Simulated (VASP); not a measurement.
Here is a VASP 6.6.1 calculation.

Contents of POSCAR:

```
Hf
1.0
   -1.8404011445      1.8404011445      1.8404011445
    1.8404011445     -1.8404011445      1.8404011445
    1.8404011445      1.8404011445     -1.8404011445
Hf
1
Direct
    0.0000000000      0.0000000000      0.0000000000
```

INCAR.step1

```
SYSTEM = Hf
PREC     = Accurate       ! precision mode
ENCUT    = 520            ! plane-wave cutoff, eV
EDIFF    = 1E-5           ! SCF threshold, eV
ISMEAR   = -1             ! smearing method
SIGMA    = 0.05           ! smearing width, eV
LREAL    = .FALSE.        ! projectors in reciprocal space
LASPH    = .TRUE.         ! aspherical terms in the spheres
NELM     = 100            ! most SCF steps
ALGO     = Normal         ! electronic algorithm
ISIF     = 2              ! what is computed and relaxed
LWAVE    = .TRUE.         ! write WAVECAR
LCHARG   = .FALSE.        ! write CHGCAR
GGA      = PE             ! functional
NBANDS   = 11             ! bands
```

INCAR.step2

```
SYSTEM = Hf
PREC     = Accurate       ! precision mode
ENCUT    = 520            ! plane-wave cutoff, eV
EDIFF    = 1E-7           ! SCF threshold, eV
ISMEAR   = -1             ! smearing method
SIGMA    = 0.05           ! smearing width, eV
LREAL    = .FALSE.        ! projectors in reciprocal space
LASPH    = .TRUE.         ! aspherical terms in the spheres
NELM     = 100            ! most SCF steps
ALGO     = Normal         ! electronic algorithm
ISIF     = 2              ! what is computed and relaxed
LWAVE    = .FALSE.        ! write WAVECAR
LCHARG   = .FALSE.        ! write CHGCAR
GGA      = PE             ! functional
LHFCALC  = .TRUE.         ! exact exchange
AEXX     = 0.25           ! exact-exchange fraction
PRECFOCK = Normal       
ISTART   = 1            
NBANDS   = 11             ! bands
```

The input KPOINTS:

```
Automatic mesh
0
G
  6 6 6
  0 0 0
```

Potentials or basis: VASP PAW PBE potentials, release 64 (Hf_pv).

Launch:

```bash
$ cat potpaw_PBE.64/Hf_pv/POTCAR > POTCAR
$ cp INCAR.step1 INCAR
$ mpirun -np 1 vasp_std > vasp.out
$ cp INCAR.step2 INCAR
$ mpirun -np 1 vasp_std > vasp.out
```

(1) What does it give for the band gap on the k mesh?

(2) Predict the pressure.

Answers

(1) zero (band 5 reaches 6.21 eV, above the bottom of band 6 at 2.59 eV).

(2) -9.5 GPa.

Caveat: the k points lie up to 0.40 Å⁻¹ apart; the PAW data sets were made with another functional, which shifts forces and pressure a little; spin-orbit coupling is left out, which moves the levels of the heavy elements.
